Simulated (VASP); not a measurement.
**Mg2FeH6: single point with LDA**

Crystal: Mg2FeH6.

```
CELL_PARAMETERS angstrom
0.00000 3.20102 3.20102
3.20102 0.00000 3.20102
3.20102 3.20102 0.00000
ATOMIC_POSITIONS crystal
Mg 0.25000 0.25000 0.25000
Mg 0.75000 0.75000 0.75000
Fe 0.00000 0.00000 0.00000
H 0.75836 0.24164 0.24164
H 0.24164 0.75836 0.24164
H 0.24164 0.75836 0.75836
H 0.75836 0.24164 0.75836
H 0.24164 0.24164 0.75836
H 0.75836 0.75836 0.24164
```

This cell differs from its parent crystal: volume scaled by 1.06, then relaxed in part.

```yaml
Program: VASP 6.6.1
Task: single point
Functional: LDA
Potentials_or_basis: VASP PAW LDA potentials, release 64 (Mg, Fe, H)
Cutoff: 520 eV
k_mesh: 8 × 8 × 8
Occupations: gaussian, width 0.02 eV
Spin: no spin polarisation
```

The pressure is -5.2 GPa, the largest force is 0.036 eV/Å and the band gap on the k mesh is 1.73 eV, direct.

Forces in eV/Å, atoms in the order of the input:
```
Mg   0.000  0.000  0.000
Mg   0.000  0.000  0.000
Fe   0.000  0.000  0.000
H    0.036  0.000  0.000
H    0.000  0.036  0.000
H   -0.036  0.000  0.000
H    0.000 -0.036  0.000
H    0.000  0.000  0.036
H    0.000  0.000 -0.036
```

Levels at points of the mesh, in eV from the valence-band top:
```
           k point  band 6  band 7  band 8  band 9  band 10  band 11  band 12  band 13
(0.00, 0.00, 0.00)   -2.09   -0.76   -0.76   -0.76     5.17     5.17     5.17     5.29
(0.50, 0.00, 0.00)   -1.80   -0.50   -0.29   -0.29     3.40     3.40     3.88     4.90
(0.50, 0.50, 0.00)   -2.88   -1.43    0.00    0.00     1.73     3.64     6.33     7.80
```

Wall time 33 s on 1 thread of Intel Xeon 6975P-C (shared host), peak memory 0.19 GiB.

 A k mesh can miss the band edges.
